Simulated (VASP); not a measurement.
# Mg4Se (Fd-3m) in VASP: single point with PBE

Aim: the single point of Mg4Se with PBE.

Program: VASP 6.6.1. These are calculated values, not measurements. Logs are shortened: lines on timing, memory, paths and dates and some standing lists are left out, and cuts for length are marked.

### Step 1. The cell of the first run

The structure is cubic, space group Fd-3m (No. 227). The conventional cell has a = 10.235 Å, b = 10.235 Å, c = 10.235 Å, α = 90.00°, β = 90.00°, γ = 90.00°. Within 3.4 Å of Mg (site symmetry 3m) lie 1 Se at 2.57 Å and 3 Mg at 3.04 Å. Within 3.4 Å of Se (site symmetry -43m) lie 4 Mg at 2.57 Å.

The cell was built from a structure type or drawn by symmetry, and may not be a known phase.

### Step 2. Single point, PBE

Contents of INCAR:

```
SYSTEM = Mg4Se
PREC = Accurate
ENCUT = 600
EDIFF = 1E-6
ISMEAR = 0
SIGMA = 0.2
LREAL = .FALSE.
LASPH = .TRUE.
NELM = 120
ALGO = Normal
ISIF = 2
LWAVE = .FALSE.
LCHARG = .TRUE.
GGA = PE
LELF = .TRUE.
LVHAR = .TRUE.
NBANDS = 25
GGA_COMPAT = .FALSE.
```

Contents of KPOINTS:

```
regular mesh
0
G
  3 3 3
  0 0 0
```

Contents of POSCAR:

```
Mg4Se
1.0
    0.0000000000      5.1176421033      5.1176421033
    5.1176421033      0.0000000000      5.1176421033
    5.1176421033      5.1176421033      0.0000000000
Mg Se
8 2
Direct
    0.3950453474      0.3950453474      0.3950453474
    0.3950453474      0.3950453474      0.8148639579
    0.3950453474      0.8148639579      0.3950453474
    0.8549546526      0.8549546526      0.4351360421
    0.8549546526      0.8549546526      0.8549546526
    0.8148639579      0.3950453474      0.3950453474
    0.8549546526      0.4351360421      0.8549546526
    0.4351360421      0.8549546526      0.8549546526
    0.0000000000      0.0000000000      0.0000000000
    0.2500000000      0.2500000000      0.2500000000
```

Potentials or basis: VASP PAW PBE potentials, release 64 (Mg, Se).

Run with:

```bash
> cat potpaw_PBE.64/Mg/POTCAR potpaw_PBE.64/Se/POTCAR > POTCAR
> mpirun -np 1 vasp_std > vasp.out
```

OUTCAR:

```text
SYSTEM = Mg4Se
   PREC = Accurate
   ENCUT = 600
   EDIFF = 1E-6
   ISMEAR = 0
   LREAL = .FALSE.
   LASPH = .TRUE.
   NELM = 120
   ISIF = 2
   GGA = PE

 ion  position               nearest neighbor table
   1  0.395  0.395  0.395-  10 2.57   3 3.04   6 3.04   2 3.04   7 3.64   8 3.64   4 3.64   8 3.64
                             4 3.64   7 3.64
   2  0.395  0.395  0.815-  10 2.57   3 3.04   6 3.04   1 3.04   8 3.64   7 3.64   5 3.64   5 3.64
                             8 3.64   7 3.64
   3  0.395  0.815  0.395-  10 2.57   2 3.04   6 3.04   1 3.04   8 3.64   4 3.64   5 3.64   5 3.64
                             4 3.64   8 3.64
   4  0.855  0.855  0.435-   9 2.57   7 3.04   8 3.04   5 3.04   6 3.64   3 3.64   1 3.64   1 3.64
                             3 3.64   6 3.64
   5  0.855  0.855  0.855-   9 2.57   7 3.04   8 3.04   4 3.04   3 3.64   6 3.64   2 3.64   3 3.64
                             2 3.64   6 3.64
   6  0.815  0.395  0.395-  10 2.57   2 3.04   3 3.04   1 3.04   7 3.64   4 3.64   5 3.64   5 3.64
                             4 3.64   7 3.64
   7  0.855  0.435  0.855-   9 2.57   5 3.04   8 3.04   4 3.04   2 3.64   6 3.64   1 3.64   1 3.64
                             2 3.64   6 3.64
   8  0.435  0.855  0.855-   9 2.57   5 3.04   7 3.04   4 3.04   2 3.64   3 3.64   1 3.64   1 3.64
                             2 3.64   3 3.64
   9  0.000  0.000  0.000-   4 2.57   7 2.57   8 2.57   5 2.57
  10  0.250  0.250  0.250-   2 2.57   3 2.57   6 2.57   1 2.57

  LATTYP: Found a face centered cubic cell.
 ALAT       =    10.2352842066

  Lattice vectors:

 A1 = (   0.0000000000,   5.1176421033,   5.1176421033)
 A2 = (   5.1176421033,   0.0000000000,   5.1176421033)
 A3 = (   5.1176421033,   5.1176421033,   0.0000000000)

Analysis of symmetry for initial positions (statically):
=====================================================================
 Subroutine PRICEL returns:
 Original cell was already a primitive cell.

 Routine SETGRP: Setting up the symmetry group for a
 face centered cubic supercell.

 Subroutine GETGRP returns: Found 48 space group operations
 (whereof 24 operations were pure point group operations)
 out of a pool of 48 trial point group operations.

The static configuration has the point symmetry T_d .
 The point group associated with its full space group is O_h .

Analysis of symmetry for dynamics (positions and initial velocities):
=====================================================================
 Subroutine PRICEL returns:
 Original cell was already a primitive cell.

 Routine SETGRP: Setting up the symmetry group for a
 face centered cubic supercell.

 Subroutine GETGRP returns: Found 48 space group operations
 (whereof 24 operations were pure point group operations)
 out of a pool of 48 trial point group operations.

The dynamic configuration has the point symmetry T_d .
 The point group associated with its full space group is O_h .

 Subroutine INISYM returns: Found 48 space group operations
 (whereof 24 operations are pure point group operations),
 and found     1 'primitive' translations

----------------------------------------------------------------------------------------

                                     Primitive cell

  volume of cell :     268.0648

  direct lattice vectors                    reciprocal lattice vectors
     0.000000000  5.117642103  5.117642103    -0.097701244  0.097701244  0.097701244
     5.117642103  0.000000000  5.117642103     0.097701244 -0.097701244  0.097701244
     5.117642103  5.117642103  0.000000000     0.097701244  0.097701244 -0.097701244

  length of vectors
     7.237438870  7.237438870  7.237438870     0.169223519  0.169223519  0.169223519

  position of ions in fractional coordinates (direct lattice)
     0.395045347  0.395045347  0.395045347
     0.395045347  0.395045347  0.814863958
     0.395045347  0.814863958  0.395045347
     0.854954653  0.854954653  0.435136042
     0.854954653  0.854954653  0.854954653
     0.814863958  0.395045347  0.395045347
     0.854954653  0.435136042  0.854954653
     0.435136042  0.854954653  0.854954653
     0.000000000  0.000000000  0.000000000
     0.250000000  0.250000000  0.250000000

  ion indices of the primitive-cell ions
   primitive index   ion index
                 1           1
                 2           2
                 3           3
                 4           4
                 5           5
                 6           6
                 7           7
                 8           8
                 9           9
                10          10

----------------------------------------------------------------------------------------

 KPOINTS: regular mesh

Automatic generation of k-mesh.
 Grid dimensions read from file:
 generate k-points for:    3    3    3

 Generating k-lattice:

  Cartesian coordinates                     Fractional coordinates (reciprocal lattice)
    -0.032567081  0.032567081  0.032567081     0.333333333  0.000000000  0.000000000
     0.032567081 -0.032567081  0.032567081     0.000000000  0.333333333  0.000000000
     0.032567081  0.032567081 -0.032567081     0.000000000  0.000000000  0.333333333

  Length of vectors
     0.056407840  0.056407840  0.056407840

  Shift w.r.t. Gamma in fractional coordinates (k-lattice)
     0.000000000  0.000000000  0.000000000

 Subroutine IBZKPT returns following result:
 ===========================================

 Found      4 irreducible k-points:

 Following reciprocal coordinates:
            Coordinates               Weight
  0.000000  0.000000  0.000000      1.000000
  0.333333  0.000000  0.000000      8.000000
  0.333333  0.333333  0.000000      6.000000
 -0.333333  0.333333  0.000000     12.000000
   k-points           NKPTS =      4   k-points in BZ     NKDIM =      4   number of bands    NBANDS=     25
   number of dos      NEDOS =    301   number of ions     NIONS =     10
   total plane-waves  NPLWV = 216000
   dimension x,y,z NGX =    60 NGY =   60 NGZ =   60
   dimension x,y,z NGXF=   120 NGYF=  120 NGZF=  120
   ions per type =               8   2
   NGX,Y,Z   is equivalent  to a cutoff of  13.78, 13.78, 13.78 a.u.
   NGXF,Y,Z  is equivalent  to a cutoff of  27.56, 27.56, 27.56 a.u.
 SYSTEM =  Mg4Se
   PREC   = accura    normal or accurate (medium, high low for compatibility)
   ISTART =      0    job   : 0-new  1-cont  2-samecut
   ICHARG =      2    charge: 1-file 2-atom 10-const
   ISPIN  =      1    spin polarized calculation?
   LNONCOLLINEAR =      F non collinear calculations
   LSORBIT =      F    spin-orbit coupling
   LASPH  =      T    aspherical Exc in radial PAW
   ENCUT  =  600.0 eV  44.10 Ry    6.64 a.u.  14.45 14.45 14.45*2*pi/ulx,y,z
   NELM   =    120;   NELMIN=  2; NELMDL= -5     # of ELM steps
   EDIFF  = 0.1E-05   stopping-criterion for ELM
   LREAL  =      F    real-space projection
[... 7 lines left out ...]
   TEBEG  =    0.0;   TEEND  =   0.0 temperature during run
   PSTRESS=    0.0 pullay stress
   NELECT =      28.0000    total number of electrons
   NUPDOWN=      -1.0000    fix difference up-down
   EMIN   =  10.00;   EMAX   =-10.00  energy-range for DOS
   EFERMI =   0.00;   METHOD = LEGACY
   ISMEAR =     0;   SIGMA  =   0.20  broadening in eV -4-tet -1-fermi 0-gaus
   EFERMI_NEDOS =   21; number of points for ismear=-14 and -15
   IALGO  =     38    algorithm
   IMIX   =      4    mixing-type and parameters
     AMIX     =   0.40;   BMIX     =  1.00
     AMIX_MAG =   1.60;   BMIX_MAG =  1.00
  volume/ion in A,a.u.               =      26.81       180.90
  Fermi-wavevector in a.u.,A,eV,Ry     =   0.770988  1.456956  8.087608  0.594422
  Thomas-Fermi vector in A             =   1.872310
   LORBIT       =      0    0 simple, 1 ext, 2 COOP (PROOUT), +10 PAW based schemes
   GGA     = PE    functional components
   LHFCALC =     F    Hartree Fock is set to
   AEXX    =    0.0000 exact exchange contribution
   IVDW    =     0    specifies the selected vdW correction
   LEPSILON=     F    determine dielectric tensor
   LRPA    =     F    only Hartree local field effects (RPA)
 non-spin polarized calculation
 Gauss-broadening in eV      SIGMA  =   0.20
  energy-cutoff  :      600.00
  volume of cell :      268.06
 maximum number of plane-waves:      8980
 NGX is ok and might be reduce to    60
   NGX = 29   NGY = 29   NGZ = 29

 number of electron      28.0000000 magnetization

 Free energy of the ion-electron system (eV)
  ---------------------------------------------------
  ext. energy  EPLUGINS =         0.00000000
  ---------------------------------------------------
  free energy    TOTEN  =       -20.56512038 eV

  energy without entropy =      -20.42701184  energy(sigma->0) =      -20.49606611

 E-fermi :   2.5331     XC(G=0):  -8.1113

 val. band max:        2.5224493281   @ k =   0.3333   0.3333   0.0000
 cond. band min:       2.6151865347   @ k =   0.3333   0.0000   0.0000
 fundamental gap:      0.0927372066
 Fermi energy:         2.5330782369

 k-point     1 :       0.0000    0.0000    0.0000
  band No.  band energies     occupation
      1     -11.2303      2.00000
      2     -10.9896      2.00000
      3      -2.9166      2.00000
      4      -1.9100      2.00000
      5      -1.9100      2.00000
      6      -1.9100      2.00000
[... 17 lines left out ...]
     24       7.1794      0.00000
     25       7.3827      0.00000

 k-point     2 :       0.3333    0.0000    0.0000
  band No.  band energies     occupation
      1     -11.1876      2.00000
      2     -11.0293      2.00000
      3      -3.2347      2.00000
      4      -2.1469      2.00000
      5      -2.1469      2.00000
      6      -1.8102      2.00000
[... 17 lines left out ...]
     24       6.2075      0.00000
     25       6.2075      0.00000

 k-point     3 :       0.3333    0.3333    0.0000
  band No.  band energies     occupation
      1     -11.1679      2.00000
      2     -11.0481      2.00000
      3      -3.0113      2.00000
      4      -2.4521      2.00000
      5      -2.4521      2.00000
      6      -2.2441      2.00000
[... 17 lines left out ...]
     24       6.0402      0.00000
     25       6.0482      0.00000

 k-point     4 :      -0.3333    0.3333    0.0000
  band No.  band energies     occupation
      1     -11.1372      2.00000
      2     -11.0777      2.00000
      3      -3.1874      2.00000
      4      -2.5477      2.00000
      5      -2.3823      2.00000
      6      -1.8594      2.00000
[... 17 lines left out ...]
     24       5.6683      0.00000
     25       5.8677      0.00000

------------------------ aborting loop because EDIFF is reached ----------------------------------------

  FORCE on cell =-STRESS in cart. coord.  units (eV):
  Direction    XX          YY          ZZ          XY          YZ          ZX
  --------------------------------------------------------------------------------------
  -------------------------------------------------------------------------------------
  Total       -0.1756506     -0.1756506     -0.1756506      0.0000000      0.0000000      0.0000000
  in kB       -1.0498335     -1.0498335     -1.0498335      0.0000000      0.0000000      0.0000000
  external PRESSURE =      -1.0498335 kB  Pullay stress =       0.0000000 kB

 VOLUME and BASIS-vectors are now :
 -----------------------------------------------------------------------------
  energy-cutoff  :      600.00
  volume of cell :      268.06
      direct lattice vectors                 reciprocal lattice vectors
     0.000000000  5.117642103  5.117642103    -0.097701244  0.097701244  0.097701244
     5.117642103  0.000000000  5.117642103     0.097701244 -0.097701244  0.097701244
     5.117642103  5.117642103  0.000000000     0.097701244  0.097701244 -0.097701244

 POSITION                                       TOTAL-FORCE (eV/Angst)
 -----------------------------------------------------------------------------------
      4.04340      4.04340      4.04340         0.018720      0.018720      0.018720
      6.19188      6.19188      4.04340        -0.018720     -0.018720      0.018720
      6.19188      4.04340      6.19188        -0.018720      0.018720     -0.018720
      6.60222      6.60222      8.75070         0.018720      0.018720     -0.018720
      8.75070      8.75070      8.75070        -0.018720     -0.018720     -0.018720
      4.04340      6.19188      6.19188         0.018720     -0.018720     -0.018720
      6.60222      8.75070      6.60222         0.018720     -0.018720      0.018720
      8.75070      6.60222      6.60222        -0.018720      0.018720      0.018720
      0.00000      0.00000      0.00000        -0.000000     -0.000000     -0.000000
      2.55882      2.55882      2.55882        -0.000000     -0.000000     -0.000000
 -----------------------------------------------------------------------------------
    total drift:                                0.000000     -0.000000     -0.000000

  FREE ENERGIE OF THE ION-ELECTRON SYSTEM (eV)
  ---------------------------------------------------
  free  energy   TOTEN  =       -20.5651203843 eV

  energy  without entropy=      -20.4270118357  energy(sigma->0) =      -20.49606611
```

Wall time 63 s (1 thread of Intel Xeon Platinum 8488C (Sapphire Rapids), shared host); peak memory 0.47 GiB.

What came out:

| Item | Value |
| --- | --- |
| Free energy | -20.5651 eV |
| Pressure | -0.1 GPa |
| Largest force | 0.032 eV/Å |
| Band gap on the k mesh | zero (bands 14 and 15 overlap by 0.69 eV) |

Forces in eV/Å, atoms in the order of the input:
```
Mg   0.019  0.019  0.019
Mg  -0.019 -0.019  0.019
Mg  -0.019  0.019 -0.019
Mg   0.019  0.019 -0.019
Mg  -0.019 -0.019 -0.019
Mg   0.019 -0.019 -0.019
Mg   0.019 -0.019  0.019
Mg  -0.019  0.019  0.019
Se   0.000  0.000  0.000
Se   0.000  0.000  0.000
```

Caveat: semilocal functionals underestimate gaps, so a narrow gap can read as zero.
